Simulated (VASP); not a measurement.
Wanted: the native input for a VASP 6.6.1 run.

- Task: relaxation of shape and atoms at fixed volume
- Functional: PBE
- Potentials or basis: VASP PAW PBE potentials, release 64 (Pb_d, F)
- Cutoff: 600 eV
- k mesh: 10 × 10 × 10
- Occupations: gaussian, width 0.05 eV
- Spin: no spin polarisation
- Dipole correction: no
- Further INCAR settings: ALGO = Normal; EDIFF = 1e-07; IBRION = 2; EDIFFG = -0.01; NSW = 60; ISIF = 4

The structure of PbF2 lies in POSCAR:

```
PbF2
1.0
    2.1895530319      1.2641390323      3.5779083577
   -2.1895530319      1.2641390323      3.5779083577
    0.0000000000     -2.5282780648      3.5779083576
Pb F
1 2
Direct
    0.0000000000      0.0000000000      0.0000000000
    0.2499510902      0.2499510902      0.2499510902
    0.7500489098      0.7500489098      0.7500489098
```

These files were run (other wordings do the same):

INCAR

```
SYSTEM = PbF2
PREC = Accurate
ENCUT = 600
EDIFF = 1E-7
ISMEAR = 0
SIGMA = 0.05
LREAL = .FALSE.
LASPH = .TRUE.
NELM = 100
ALGO = Normal
ISIF = 4
LWAVE = .FALSE.
LCHARG = .FALSE.
GGA = PE
IBRION = 2
NSW = 60
EDIFFG = -0.01
```

KPOINTS

```
regular mesh
0
G
  10 10 10
  0 0 0
```

Potentials or basis: VASP PAW PBE potentials, release 64 (Pb_d, F).

Launch:

```bash
$ cat potpaw_PBE.64/Pb_d/POTCAR potpaw_PBE.64/F/POTCAR > POTCAR
$ mpirun -np 1 vasp_std > vasp.out
```

Results of the run:

```yaml
Pressure_after_relaxing: -5.3 GPa
Band_gap_on_the_k_mesh: 4.34 eV (least direct gap 4.52 eV)
```

Caveat: spin-orbit coupling is left out, which moves the levels of the heavy elements.

Run time: 53 s on 1 thread of Intel(R) Xeon(R) 6975P-C (Granite Rapids), on a shared host, peak memory 0.29 GiB.
